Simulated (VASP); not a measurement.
Here is a VASP 6.6.1 calculation.

File POSCAR:

```
Ag
1.0
    2.9401015088      0.0000000000      0.0000000000
   -1.4700507544      2.5462025963      0.0000000000
    0.0000000000      0.0000000000      4.7629644442
Ag
2
Direct
    0.1933333333      0.5966666667      0.1450000000
    0.8066666667      0.4033333333      0.8550000000
```

The input INCAR.step1:

```
PREC = Accurate ; ENCUT = 690
ISMEAR = -1 ; SIGMA = 0.05
LREAL = F ; LASPH = T
NELM = 120 ; NBANDS = 26
GGA = PE ; ALGO = Normal
EDIFF = 1E-5 ; LWAVE = T
LCHARG = F ; GGA_COMPAT = F
```

INCAR.step2

```
PREC = Accurate ; ENCUT = 690
EDIFF = 1E-6 ; ISMEAR = -1
SIGMA = 0.05 ; LREAL = F
LASPH = T ; NELM = 120
ALGO = Normal ; ISIF = 2
LWAVE = F ; LCHARG = F
METAGGA = R2SCAN ; LMIXTAU = T
NBANDS = 26 ; ISTART = 1
GGA_COMPAT = F
```

File KPOINTS:

```
Automatic mesh
0
Gamma
  12 12 6
```

Potentials or basis: VASP PAW PBE potentials, release 64 (Ag_sv_GW).

Launch:

```bash
$ cat potpaw_PBE.64/Ag_sv_GW/POTCAR > POTCAR
$ cp INCAR.step1 INCAR
$ mpirun -np 1 vasp_std > vasp.out
$ cp INCAR.step2 INCAR
$ mpirun -np 1 vasp_std > vasp.out
```

Task: What does it give for the band gap on the k mesh?

Result: Zero (bands 19 and 20 overlap by 4.98 eV).

Task: Predict the pressure.

Result: 160.1 GPa.

Forces in eV/Å, atoms in the order of the input:
```
Ag   27.470  15.860  49.257
Ag  -27.470 -15.860 -49.257
```

Caveat: the cell differs from its parent crystal (shortest bond scaled by 0.58); atoms lie so close that the PAW spheres overlap strongly, which falsifies energies and pressures; the stress differs along the axes, from 53 to 299 GPa; the PAW data sets were made with another functional, which shifts forces and pressure a little.
